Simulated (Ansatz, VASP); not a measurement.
Two plane-wave programs on K2IBr

The input INCAR:

```
SYSTEM = K2IBr
PREC = Accurate
ENCUT = 500
EDIFF = 1E-6
ISMEAR = 0
SIGMA = 0.01
LREAL = .False.
LASPH = .True.
NELM = 200
ALGO = Normal
ISIF = 2
LWAVE = .False.
LCHARG = .False.
LNONCOLLINEAR = .True.
MAGMOM = 0 0 0 0 0 0 0 0 0 0 0 0
LORBIT = 11
LSORBIT = .True.
GGA_COMPAT = .False.
LORBMOM = .True.
GGA = PE
NBANDS = 46
```

KPOINTS

```
Automatic mesh
0
Gamma
  6 6 6
  0 0 0
```

File POSCAR:

```
K2IBr
1.0
    2.4182725831      1.3961903269      7.9198851278
   -2.4182725831      1.3961903269      7.9198851278
    0.0000000000     -2.7923806537      7.9198851278
Br I K
1 1 2
Direct
    1.0000000000      0.0000000000      0.0000000000
    0.5000000000      0.5000000000      0.5000000000
    0.2558970846      0.2558970846      0.2558970846
    0.7441029154      0.7441029154      0.7441029154
```

Input for Ansatz:

```yaml
crystal:
  lattice:
    - [2.4182725831, 1.3961903269, 7.9198851278]
    - [-2.4182725831, 1.3961903269, 7.9198851278]
    - [0.0, -2.7923806537, 7.9198851278]
  atoms:
    - { symbol: Br, position: [1.0, 0.0, 0.0] }
    - { symbol: I, position: [0.5, 0.5, 0.5] }
    - { symbol: K, position: [0.2558970846, 0.2558970846, 0.2558970846] }
    - { symbol: K, position: [0.7441029154, 0.7441029154, 0.7441029154] }
kpoints:
  mp_grid: { grid: [6, 6, 6] }
  band_path:
    path:
      - [0.0, 0.0, 0.0]
      - [0.5, 0.5, 0.5]
      - [0.8126147419, 0.1873852581, 0.5]
      - [0.5, -0.1873852581, 0.1873852581]
      - [0.5, 0.0, 0.0]
      - [0.343692629, -0.343692629, 0.0]
      - [0.656307371, 0.0, 0.343692629]
      - [0.5, 0.0, 0.5]
    npoints: 1
hamiltonian:
  xc: pbe
scf:
  occupations: { method: fixed }
  n_extra_bands: 10
magnetization:
  noncollinear: true
  spin_orbit: true
output:
  forces: true
  stress: true
  eigenvalues: true
  write_density: true
  write_potential: true
  elf: true
  volumetric_format: npy
```

Alike in both runs: task single point; functional PBE; k mesh 6 × 6 × 6; non-collinear spin, spin-orbit coupling.

```csv
,VASP,Ansatz
version,VASP 6.6.1,Ansatz 0.2.0
potentials or method,"VASP PAW PBE potentials, release 64 (Br, I, K_sv)","plane waves, PAW"
plane-wave cutoff (eV),500,420
occupations,"gaussian, width 0.01 eV",fixed
valence electrons in the cell,32,42
```

```csv
,VASP,Ansatz,Ansatz less VASP
pressure (GPa),0.6,0.6,-0.03
rms of the force components (eV/Å),0.003,0.003,+0.0004
```

Atom by atom the forces differ by 0.000 eV/Å (rms over components). VASP's potentials hold 32 valence electrons a cell and Ansatz's 42, so a difference there can come from the potentials and not from the codes.
